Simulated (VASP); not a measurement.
# Se in VASP: a series of runs

The runs below take Se through relaxation of shape and atoms at fixed volume, with PBE.

Program: VASP 6.6.1. These are calculated values, not measurements. Logs are shortened: lines on timing, memory, paths and dates and some standing lists are left out, and cuts for length are marked.

## 1. The cell of the first run

The typed cell holds 1 atom: a = 2.439 Å, b = 2.439 Å, c = 2.439 Å, α = 90.00°, β = 90.00°, γ = 90.00°.

This isn't the form of Se at room conditions, which is trigonal, of chains.

## 2. Relaxation of shape and atoms at fixed volume, PBE (14.52 Å³/atom)

The input, INCAR:

```
SYSTEM = Se
PREC = Accurate ; ENCUT = 600
EDIFF = 1E-6 ; ISMEAR = 0
SIGMA = 0.05 ; LREAL = .FALSE.
LASPH = .TRUE. ; NELM = 80
ALGO = Normal ; ISIF = 4
LWAVE = .FALSE. ; LCHARG = .FALSE.
GGA = PE ; IBRION = 2
NSW = 60 ; EDIFFG = -0.01
```

The input, KPOINTS:

```
Automatic mesh
0
G
  18 18 18
  0 0 0
```

The input, POSCAR:

```
Se
1.0
    1.7249310329      0.9958893963      1.4082865132
   -1.7249310329      0.9958893963      1.4082865132
    0.0000000000     -1.9917787923      1.4082865133
Se
1
Direct
    0.0000000000      0.0000000000      0.0000000000
```

Potentials or basis: VASP PAW PBE potentials, release 64 (Se).

Launch:

```
$ cat potpaw_PBE.64/Se/POTCAR > POTCAR
$ mpirun -np 1 vasp_std > vasp.out
```

OUTCAR:

```text
SYSTEM = Se
   PREC = Accurate
   ENCUT = 600
   EDIFF = 1E-6
   ISMEAR = 0
   LREAL = .FALSE.
   LASPH = .TRUE.
   NELM = 80
   ISIF = 4
   GGA = PE
   IBRION = 2
   NSW = 60
   EDIFFG = -0.01

 ion  position               nearest neighbor table
   1  0.000  0.000  0.000-

  LATTYP: Found a trigonal (rhomboedric) cell.
 ALAT       =     2.4393551732
 COS(alpha) =    -0.0000538573

  Lattice vectors:

 A1 = (   1.7249310329,   0.9958893963,   1.4082865132)
 A2 = (  -1.7249310329,   0.9958893963,   1.4082865132)
 A3 = (   0.0000000000,  -1.9917787923,   1.4082865133)

Analysis of symmetry for initial positions (statically):
=====================================================================
 Subroutine PRICEL returns:
 Original cell was already a primitive cell.

 Routine SETGRP: Setting up the symmetry group for a
 trigonal (rhombohedral) supercell.

 Subroutine GETGRP returns: Found 12 space group operations
 (whereof 12 operations were pure point group operations)
 out of a pool of 12 trial point group operations.

The static configuration has the point symmetry D_3d.

Analysis of symmetry for dynamics (positions and initial velocities):
=====================================================================
 Subroutine PRICEL returns:
 Original cell was already a primitive cell.

 Routine SETGRP: Setting up the symmetry group for a
 trigonal (rhombohedral) supercell.

 Subroutine GETGRP returns: Found 12 space group operations
 (whereof 12 operations were pure point group operations)
 out of a pool of 12 trial point group operations.

The dynamic configuration has the point symmetry D_3d.

 Subroutine INISYM returns: Found 12 space group operations
 (whereof 12 operations are pure point group operations),
 and found     1 'primitive' translations

----------------------------------------------------------------------------------------

                                     Primitive cell

  volume of cell :      14.5153

  direct lattice vectors                    reciprocal lattice vectors
     1.724931033  0.995889396  1.408286513     0.289866662  0.167354595  0.236694259
    -1.724931033  0.995889396  1.408286513    -0.289866662  0.167354595  0.236694259
     0.000000000 -1.991778792  1.408286513     0.000000000 -0.334709190  0.236694259

  length of vectors
     2.439355173  2.439355173  2.439355173     0.409944404  0.409944404  0.409944404
[... 80 lines left out ...]
   LREAL  =      F    real-space projection
   EDIFFG = -.1E-01   stopping-criterion for IOM
   NSW    =     60    number of steps for IOM
   IBRION =      2    ionic relax: 0-MD 1-quasi-New 2-CG
   NFREE  =      1    steps in history (QN), initial steepest desc. (CG)
   ISIF   =      4    stress and relaxation
   ISYM   =      2    0-nonsym 1-usesym 2-fastsym
   POTIM  = 0.5000    time-step for ionic-motion
   TEBEG  =    0.0;   TEEND  =   0.0 temperature during run
   PSTRESS=    0.0 pullay stress
   NELECT =       6.0000    total number of electrons
   NUPDOWN=      -1.0000    fix difference up-down
   EMIN   =  10.00;   EMAX   =-10.00  energy-range for DOS
   EFERMI =   0.00;   METHOD = LEGACY
   ISMEAR =     0;   SIGMA  =   0.05  broadening in eV -4-tet -1-fermi 0-gaus
   EFERMI_NEDOS =   21; number of points for ismear=-14 and -15
   IALGO  =     38    algorithm
   IMIX   =      4    mixing-type and parameters
     AMIX     =   0.40;   BMIX     =  1.00
     AMIX_MAG =   1.60;   BMIX_MAG =  1.00
  volume/ion in A,a.u.               =      14.52        97.95
  Fermi-wavevector in a.u.,A,eV,Ry     =   1.219505  2.304530 20.234478  1.487192
  Thomas-Fermi vector in A             =   2.354755
   LORBIT       =      0    0 simple, 1 ext, 2 COOP (PROOUT), +10 PAW based schemes
   GGA     = PE    functional components
   LHFCALC =     F    Hartree Fock is set to
   AEXX    =    0.0000 exact exchange contribution
   IVDW    =     0    specifies the selected vdW correction
   LEPSILON=     F    determine dielectric tensor
   LRPA    =     F    only Hartree local field effects (RPA)
 conjugate gradient relaxation of ions
 non-spin polarized calculation
 Gauss-broadening in eV      SIGMA  =   0.05
  energy-cutoff  :      600.00
  volume of cell :       14.52
 maximum number of plane-waves:       500
   NGX =  9   NGY =  9   NGZ =  9

 number of electron       6.0000001 magnetization

 Free energy of the ion-electron system (eV)
  ---------------------------------------------------
  ext. energy  EPLUGINS =         0.00000000
  ---------------------------------------------------
  free energy    TOTEN  =        -1.88004876 eV

  energy without entropy =       -1.87958882  energy(sigma->0) =       -1.87981879

 E-fermi :  11.3776     XC(G=0): -12.0118

 val. band max:       11.3460567779   @ k =   0.5000   0.5000   0.2778
 cond. band min:      11.3960444044   @ k =   0.2222   0.1111   0.0000
 fundamental gap:      0.0499876265
 Fermi energy:        11.3776246184

 k-point     1 :       0.0000    0.0000    0.0000
  band No.  band energies     occupation
      1      -9.9650      2.00000
      2      13.3465      0.00000
      3      13.3471      0.00000
      4      13.3471      0.00000
      5      18.0120      0.00000
      6      18.0120      0.00000
      7      22.0012      0.00000
[... 221 lines left out ...]
 k-point    24 :      -0.2222    0.0556    0.0000
  band No.  band energies     occupation
      1      -8.7684      2.00000
      2       6.1919      2.00000
      3      13.3273      0.00000
      4      14.3824      0.00000
      5      19.5887      0.00000
      6      22.1321      0.00000
      7      28.0091      0.00000

 [... further k-points ...]

------------------------ aborting loop because EDIFF is reached ----------------------------------------

  FORCE on cell =-STRESS in cart. coord.  units (eV):
  Direction    XX          YY          ZZ          XY          YZ          ZX
  --------------------------------------------------------------------------------------
  -------------------------------------------------------------------------------------
  Total        7.4800730      7.4800730      7.4787570      0.0000000      0.0000000      0.0000000
  in kB      825.6411023    825.6411023    825.4958394      0.0000000      0.0000000      0.0000000
  external PRESSURE =     825.5926813 kB  Pullay stress =       0.0000000 kB

 VOLUME and BASIS-vectors are now :
 -----------------------------------------------------------------------------
  energy-cutoff  :      600.00
  volume of cell :       14.52
      direct lattice vectors                 reciprocal lattice vectors
     1.724931033  0.995889396  1.408286513     0.289866662  0.167354595  0.236694259
    -1.724931033  0.995889396  1.408286513    -0.289866662  0.167354595  0.236694259
     0.000000000 -1.991778792  1.408286513     0.000000000 -0.334709190  0.236694259

 POSITION                                       TOTAL-FORCE (eV/Angst)
 -----------------------------------------------------------------------------------
      0.00000      0.00000      0.00000         0.000000      0.000000      0.000000
 -----------------------------------------------------------------------------------
    total drift:                               -0.000000     -0.000000      0.000000

  FREE ENERGIE OF THE ION-ELECTRON SYSTEM (eV)
  ---------------------------------------------------
  free  energy   TOTEN  =        -1.8800487565 eV

  energy  without entropy=       -1.8795888212  energy(sigma->0) =       -1.87981879

 reached required accuracy - stopping structural energy minimisation
```

OSZICAR:

```text
N       E                     dE             d eps       ncg     rms          rms(c)
DAV:   1     0.127377897522E+02    0.12738E+02   -0.35134E+03  8211   0.864E+02
DAV:   2    -0.172387392487E+01   -0.14462E+02   -0.13767E+02 11326   0.916E+01
DAV:   3    -0.190398855923E+01   -0.18011E+00   -0.17884E+00  9387   0.115E+01
DAV:   4    -0.190415169247E+01   -0.16313E-03   -0.16313E-03 11830   0.369E-01
DAV:   5    -0.190415182591E+01   -0.13344E-06   -0.13243E-06  9576   0.624E-03    0.954E+00
DAV:   6    -0.188654098583E+01    0.17611E-01   -0.10052E-02  8659   0.667E-01    0.575E+00
DAV:   7    -0.188010682959E+01    0.64342E-02   -0.15670E-02  8890   0.876E-01    0.139E-01
DAV:   8    -0.188004688616E+01    0.59943E-04   -0.24847E-04  9681   0.124E-01    0.388E-02
DAV:   9    -0.188004794963E+01   -0.10635E-05   -0.33860E-05 10360   0.412E-02    0.777E-03
DAV:  10    -0.188004875650E+01   -0.80686E-06   -0.17923E-06  9317   0.114E-02
   1 F= -.18800488E+01 E0= -.18798188E+01  d E =-.188005E+01
```

CONTCAR:

```text
Se
   1.00000000000000
     1.7249310329000000    0.9958893963000000    1.4082865132000000
    -1.7249310329000000    0.9958893963000000    1.4082865132000000
     0.0000000000000000   -1.9917787923000001    1.4082865133000000
  Se
     1
Direct
     0.0000000000000000    0.0000000000000000    0.0000000000000000

  0.00000000E+00  0.00000000E+00  0.00000000E+00
```

It took 22 s on 1 thread of Intel Xeon Platinum 8488C (Sapphire Rapids), shared host; peak memory 0.19 GiB.

What came out:

| Quantity | Value |
| --- | --- |
| Free energy | -1.8800 eV |
| Pressure after relaxing | 82.6 GPa |
| Band gap on the k mesh | zero (bands 3 and 4 overlap by 10.53 eV) |

Final structure:
```xyz
1
Lattice="1.7249 0.9959 1.4083 -1.7249 0.9959 1.4083 0.0000 -1.9918 1.4083" Properties=species:S:1:pos:R:3 pbc="T T T"
Se    0.0000    0.0000    0.0000
```

## 3. Relaxation of shape and atoms at fixed volume, PBE (20.87 Å³/atom)

This run uses another cell than the first one, of 20.87 Å³/atom.

The input, INCAR:

```
PREC     = Accurate       # precision mode
ENCUT    = 600            # plane-wave cutoff, eV
EDIFF    = 1E-6           # SCF threshold, eV
ISMEAR   = 0              # smearing method
SIGMA    = 0.05           # smearing width, eV
LREAL    = F              # projectors in reciprocal space
LASPH    = T              # aspherical terms in the spheres
NELM     = 100            # most SCF steps
ALGO     = Normal         # electronic algorithm
ISIF     = 4              # what is computed and relaxed
LWAVE    = F              # write WAVECAR
LCHARG   = F              # write CHGCAR
GGA      = PE             # functional
IBRION   = 2              # ionic algorithm
NSW      = 60             # ionic steps
EDIFFG   = -0.01          # ionic threshold
```

The input, KPOINTS:

```
regular mesh
0
Gamma
  16 16 16
```

The input, POSCAR:

```
Se
1.0
    1.9467388085      1.1239501752      1.5893771731
   -1.9467388085      1.1239501752      1.5893771731
    0.0000000000     -2.2479003503      1.5893771732
Se
1
Direct
    0.0000000000      0.0000000000      0.0000000000
```

Potentials or basis: VASP PAW PBE potentials, release 64 (Se).

Launch:

```
$ cat potpaw_PBE.64/Se/POTCAR > POTCAR
$ mpirun -np 1 vasp_std > vasp.out
```

It took 20 s on 1 thread of Intel Xeon Platinum 8488C (Sapphire Rapids), shared host; peak memory 0.2 GiB.

It converged, with:

* Free energy: -3.2911 eV
* Pressure after relaxing: 7.1 GPa
* Band gap on the k mesh: zero (bands 3 and 4 overlap by 6.79 eV)

Final structure:
```xyz
1
Lattice="1.9467 1.1240 1.5894 -1.9467 1.1240 1.5894 0.0000 -2.2479 1.5894" Properties=species:S:1:pos:R:3 pbc="T T T"
Se    0.0000    0.0000    0.0000
```

Levels at points of the mesh, in eV from the Fermi level:
```
           k point  band 1  band 2  band 3  band 4  band 5  band 6  band 7
(0.00, 0.00, 0.00)  -16.68    1.61    1.61    1.61    7.71    7.71    8.41
(0.50, 0.00, 0.00)  -14.32   -7.58    3.24    3.24   10.03   12.28   12.95
(0.50, 0.50, 0.00)  -11.94   -5.45   -5.44    2.56    4.73   14.03   16.18
(0.50, 0.50, 0.50)   -9.47   -3.55   -3.55   -3.55    5.65    5.65    5.65
```

## 4. Relaxation of shape and atoms at fixed volume, PBE (15.42 Å³/atom)

This run uses another cell than the first one, of 15.42 Å³/atom.

The input, INCAR:

```
PREC = Accurate
ENCUT = 600
EDIFF = 1E-6
ISMEAR = 0
SIGMA = 0.05
LREAL = False
LASPH = True
NELM = 100
ALGO = Normal
ISIF = 4
LWAVE = False
LCHARG = False
GGA = PE
IBRION = 2
NSW = 60
EDIFFG = -0.01
```

The input, KPOINTS:

```
regular mesh
0
Gamma
  18 18 18
```

The input, POSCAR:

```
Se
1.0
    1.7601433877      1.0162192588      1.4370349579
   -1.7601433877      1.0162192588      1.4370349579
    0.0000000000     -2.0324385174      1.4370349580
Se
1
Direct
    0.0000000000      0.0000000000      0.0000000000
```

Potentials or basis: VASP PAW PBE potentials, release 64 (Se).

Launch:

```
$ cat potpaw_PBE.64/Se/POTCAR > POTCAR
$ mpirun -np 1 vasp_std > vasp.out
```

OUTCAR:

```text
PREC = Accurate
   ENCUT = 600
   EDIFF = 1E-6
   ISMEAR = 0
   LREAL = False
   LASPH = True
   NELM = 100
   ISIF = 4
   GGA = PE
   IBRION = 2
   NSW = 60
   EDIFFG = -0.01

 ion  position               nearest neighbor table
   1  0.000  0.000  0.000-

  LATTYP: Found a trigonal (rhomboedric) cell.
 ALAT       =     2.4891516220
 COS(alpha) =    -0.0000538573

  Lattice vectors:

[... 422 lines left out ...]
      7      26.4141      0.00000

 [... further k-points ...]

------------------------ aborting loop because EDIFF is reached ----------------------------------------

  FORCE on cell =-STRESS in cart. coord.  units (eV):
  Direction    XX          YY          ZZ          XY          YZ          ZX
  --------------------------------------------------------------------------------------
  -------------------------------------------------------------------------------------
  Total        6.1868819      6.1868819      6.1857526      0.0000000      0.0000000     -0.0000000
  in kB      642.7296842    642.7296843    642.6123660      0.0000000      0.0000000     -0.0000000
  external PRESSURE =     642.6905782 kB  Pullay stress =       0.0000000 kB

 VOLUME and BASIS-vectors are now :
 -----------------------------------------------------------------------------
  energy-cutoff  :      600.00
  volume of cell :       15.42
      direct lattice vectors                 reciprocal lattice vectors
     1.760143388  1.016219259  1.437034958     0.284067766  0.164006601  0.231959098
    -1.760143388  1.016219259  1.437034958    -0.284067766  0.164006601  0.231959098
     0.000000000 -2.032438517  1.437034958     0.000000000 -0.328013202  0.231959098

 POSITION                                       TOTAL-FORCE (eV/Angst)
 -----------------------------------------------------------------------------------
      0.00000      0.00000      0.00000         0.000000     -0.000000      0.000000
 -----------------------------------------------------------------------------------
    total drift:                               -0.000000     -0.000000      0.000000

  FREE ENERGIE OF THE ION-ELECTRON SYSTEM (eV)
  ---------------------------------------------------
  free  energy   TOTEN  =        -2.2941788346 eV

  energy  without entropy=       -2.2935693702  energy(sigma->0) =       -2.29387410

 reached required accuracy - stopping structural energy minimisation
```

OSZICAR:

```text
N       E                     dE             d eps       ncg     rms          rms(c)
DAV:   1     0.125594292020E+02    0.12559E+02   -0.35069E+03  8176   0.862E+02
DAV:   2    -0.213193425793E+01   -0.14691E+02   -0.13883E+02 11410   0.910E+01
DAV:   3    -0.231077065328E+01   -0.17884E+00   -0.17860E+00  9415   0.117E+01
DAV:   4    -0.231093098620E+01   -0.16033E-03   -0.16033E-03 11928   0.388E-01
DAV:   5    -0.231093107870E+01   -0.92499E-07   -0.93855E-07  9401   0.630E-03    0.852E+00
DAV:   6    -0.229843510123E+01    0.12496E-01   -0.79605E-03  8757   0.590E-01    0.516E+00
DAV:   7    -0.229420141835E+01    0.42337E-02   -0.13393E-02  8771   0.807E-01    0.110E-01
DAV:   8    -0.229416947730E+01    0.31941E-04   -0.30328E-04  9716   0.130E-01    0.201E-02
DAV:   9    -0.229417699890E+01   -0.75216E-05   -0.12189E-05 10997   0.286E-02    0.616E-03
DAV:  10    -0.229417890759E+01   -0.19087E-05   -0.21476E-06  9422   0.131E-02    0.296E-03
DAV:  11    -0.229417883461E+01    0.72986E-07   -0.12767E-07  4970   0.295E-03
   1 F= -.22941788E+01 E0= -.22938741E+01  d E =-.229418E+01
```

CONTCAR:

```text
Se
   1.00000000000000
     1.7601433876999999    1.0162192588000001    1.4370349578999999
    -1.7601433876999999    1.0162192588000001    1.4370349578999999
     0.0000000000000000   -2.0324385174000001    1.4370349579999999
  Se
     1
Direct
     0.0000000000000000    0.0000000000000000    0.0000000000000000

  0.00000000E+00  0.00000000E+00  0.00000000E+00
```

It took 25 s on 1 thread of Intel Xeon Platinum 8488C (Sapphire Rapids), shared host; peak memory 0.19 GiB.

Results:

```
Free energy             : -2.2942 eV
Pressure after relaxing : 64.3 GPa
Band gap on the k mesh  : zero (bands 3 and 4 overlap by 9.82 eV)
```

Final structure:
```cif
data_structure
_symmetry_space_group_name_H-M 'P 1'
_symmetry_Int_Tables_number 1
_cell_length_a 2.4892
_cell_length_b 2.4892
_cell_length_c 2.4892
_cell_angle_alpha 90.003
_cell_angle_beta 90.003
_cell_angle_gamma 90.003
_cell_volume 15.42
loop_
_atom_site_label
_atom_site_type_symbol
_atom_site_fract_x
_atom_site_fract_y
_atom_site_fract_z
_atom_site_occupancy
Se1 Se 0.00000 0.00000 0.00000 1
```

Levels at points of the mesh, in eV from the Fermi level:
```
           k point  band 1  band 2  band 3  band 4  band 5  band 6
(0.00, 0.00, 0.00)  -20.44    1.90    1.90    1.90    6.82    6.82
(0.50, 0.00, 0.00)  -16.68  -11.14    4.62    4.62    9.88   13.88
(0.50, 0.50, 0.00)  -12.69   -8.04   -8.04    0.04    7.20   16.56
(0.50, 0.50, 0.50)   -8.18   -5.20   -5.20   -5.20    3.98    3.98
```

## 5. Summary

```csv
cell,k mesh,gap on the mesh (eV),pressure (GPa)
"relaxed from a = 2.439 Å, 1 atom",18 × 18 × 18,none,82.6
"relaxed from a = 2.753 Å, 1 atom",16 × 16 × 16,none,7.1
"relaxed from a = 2.489 Å, 1 atom",18 × 18 × 18,none,64.3
```

Alike in all rows: task relaxation of shape and atoms at fixed volume; level PBE; potentials or basis VASP PAW PBE potentials, release 64 (Se); no spin polarisation; cutoff (eV) 600; smearing gaussian 0.05 eV.

Absolute energies hang on the potentials; compare differences alone.

The gap in the log of VASP goes by the Fermi energy; the results here count the filled bands.